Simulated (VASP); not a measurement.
Set up this calculation in VASP 6.6.1, as the native input.

* Task: single point
* Functional: PBEsol-based global hybrid with 25 % exact exchange
* Potentials or basis: VASP PAW PBE potentials, release 64 (Li_sv)
* Cutoff: 520 eV
* k mesh: 6 × 6 × 6
* Occupations: fermi-dirac, width 0.05 eV
* Spin: no spin polarisation
* Dipole correction: no
* Grid for exact exchange (PRECFOCK): Normal
* Share of exact exchange: 0.25
* Further INCAR settings: ALGO = Normal; EDIFF = 1e-06; NBANDS = 8

The system is Li.

```xyz
1
Lattice="-1.7663 1.7663 1.7663 1.7663 -1.7663 1.7663 1.7663 1.7663 -1.7663" Properties=species:S:1:pos:R:3 pbc="T T T"
Li    0.0000    0.0000    0.0000
```

The input as run:

POSCAR

```
Li
1.0
   -1.7662705373      1.7662705373      1.7662705373
    1.7662705373     -1.7662705373      1.7662705373
    1.7662705373      1.7662705373     -1.7662705373
Li
1
Direct
    0.0000000000      0.0000000000      0.0000000000
```

INCAR.step1

```
SYSTEM = Li
PREC = Accurate ; ENCUT = 520
EDIFF = 1E-5 ; ISMEAR = -1
SIGMA = 0.05 ; LREAL = .False.
LASPH = .True. ; NELM = 100
ALGO = Normal ; ISIF = 2
LWAVE = .True. ; GGA = PE
NBANDS = 8
```

INCAR.step2

```
SYSTEM = Li
PREC = Accurate ; ENCUT = 520
EDIFF = 1E-6 ; ISMEAR = -1
SIGMA = 0.05 ; LREAL = .False.
LASPH = .True. ; NELM = 100
ALGO = Normal ; ISIF = 2
LWAVE = .False. ; LCHARG = .True.
GGA = PS ; LHFCALC = .True.
AEXX = 0.25 ; PRECFOCK = Normal
LELF = .True. ; LVHAR = .True.
ISTART = 1 ; NBANDS = 8
```

KPOINTS

```
Automatic mesh
0
Gamma
  6 6 6
  0 0 0
```

Potentials or basis: VASP PAW PBE potentials, release 64 (Li_sv).

Launch:

```sh
$ cat potpaw_PBE.64/Li_sv/POTCAR > POTCAR
$ cp INCAR.step1 INCAR
$ mpirun -np 1 vasp_std > vasp.out
$ cp INCAR.step2 INCAR
$ mpirun -np 1 vasp_std > vasp.out
```

It gave:

```
Band gap on the k mesh : zero (an odd number of electrons rules out a gap without spin polarisation)
```

Caveat: the k points lie up to 0.42 Å⁻¹ apart, too coarse for converged energies and pressures of a metal.

It took 66 s on 1 thread of Intel(R) Xeon(R) Platinum 8259CL CPU @ 2.50GHz (Skylake/Cascade Lake) (shared host), peak memory 0.13 GiB.
